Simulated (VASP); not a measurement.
Write the native input for VASP 6.6.1 that does the following.

```yaml
Task: relaxation of cell and atoms
Functional: PBEsol
Potentials_or_basis: VASP PAW PBE potentials, release 64 (Ta_pv)
Cutoff: 600 eV
k_mesh: 11 × 11 × 5
Occupations: fermi-dirac, width 0.05 eV
Spin: no spin polarisation
Dipole_correction: no
Further_INCAR_settings: ALGO = Normal; EDIFF = 1e-06; IBRION = 2; EDIFFG = -0.01; NSW = 60; ISIF = 3
```

The structure of Ta lies in POSCAR:

```
Ta
1.0
    2.9003720726      0.0000000000      0.0000000000
   -1.4501860363      2.5117958953      0.0000000000
    0.0000000000      0.0000000000      5.1662740000
Ta
2
Direct
    0.3333333333      0.6666666667      0.2500000000
    0.6666666667      0.3333333333      0.7500000000
```

This isn't the form of Ta at room conditions, which is bcc.

These files were run (other wordings do the same):

INCAR

```
PREC = Accurate
ENCUT = 600
EDIFF = 1E-6
ISMEAR = -1
SIGMA = 0.05
LREAL = False
LASPH = True
NELM = 100
ALGO = Normal
ISIF = 3
LWAVE = False
LCHARG = False
GGA = PS
IBRION = 2
NSW = 60
EDIFFG = -0.01
```

KPOINTS

```
Automatic mesh
0
Gamma
  11 11 5
```

Potentials or basis: VASP PAW PBE potentials, release 64 (Ta_pv).

Command:

```sh
$ cat potpaw_PBE.64/Ta_pv/POTCAR > POTCAR
$ mpirun -np 1 vasp_std > vasp.out
```

It gave:

- Relaxed volume: 18.12 Å³/atom
- Relaxed cell: a = 2.860 Å, b = 2.860 Å, c = 5.118 Å, α = 90.00°, β = 90.00°, γ = 120.00°
- Space group after relaxing (to 0.1 Å): P6_3/mmc (No. 194)
- Energy gained by relaxing: 16.5 meV/atom
- Ionic steps: 8
- Pressure after relaxing: 0.0 GPa
- Band gap on the k mesh: zero (bands 11 and 12 overlap by 1.61 eV)

Caveat: the PAW data sets were made with another functional, which shifts forces and pressure a little; spin-orbit coupling is left out, which moves the levels of the heavy elements.

It took 2.2 min on 1 thread of AMD EPYC 7R13 (shared host), peak memory 0.16 GiB.
